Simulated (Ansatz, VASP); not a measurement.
# AlN in VASP and in Ansatz

```xyz
4
Lattice="3.2128 0.0000 0.0000 -1.6064 2.7823 0.0000 0.0000 0.0000 4.1247" Properties=species:S:1:pos:R:3 pbc="T T T"
Al    0.0000    1.8549    3.0936
Al    1.6064    0.9274    1.0312
N     0.0000    1.8549    1.0312
N     1.6064    0.9274    3.0936
```

Change from the starting cell: strain -0.030 along x and y, -0.015 along z, atoms carried along.

Alike in both runs: task single point; functional LDA; k mesh 9 × 9 × 6; occupations gaussian, width 0.05 eV; no spin polarisation.

|  | VASP | Ansatz |
| --- | --- | --- |
| version | VASP 6.6.1 | Ansatz 0.2.0 |
| potentials or method | VASP PAW LDA potentials, release 64 (Al, N), cutoff 600 eV | scalar-relativistic, plane waves, PAW |
| valence electrons in the cell | 16 | 16 |

Ansatz gave:

```
gap on the k mesh at the Fermi level (eV)                     : 3.82
least direct gap on the mesh (eV)                             : 3.82
pressure (GPa)                                                : 8.9
traceless stress, the component that is largest in VASP (GPa) : -5.23
```

**Question.** Estimate VASP's values.

**Answer.** gap on the k mesh at the Fermi level (eV): 3.82; least direct gap on the mesh (eV): 3.82; pressure (GPa): 9.5; traceless stress, the component that is largest in VASP (GPa): -5.59.

LDA's correlation is that of Perdew and Zunger in VASP and of Perdew and Wang (1992) in Ansatz.
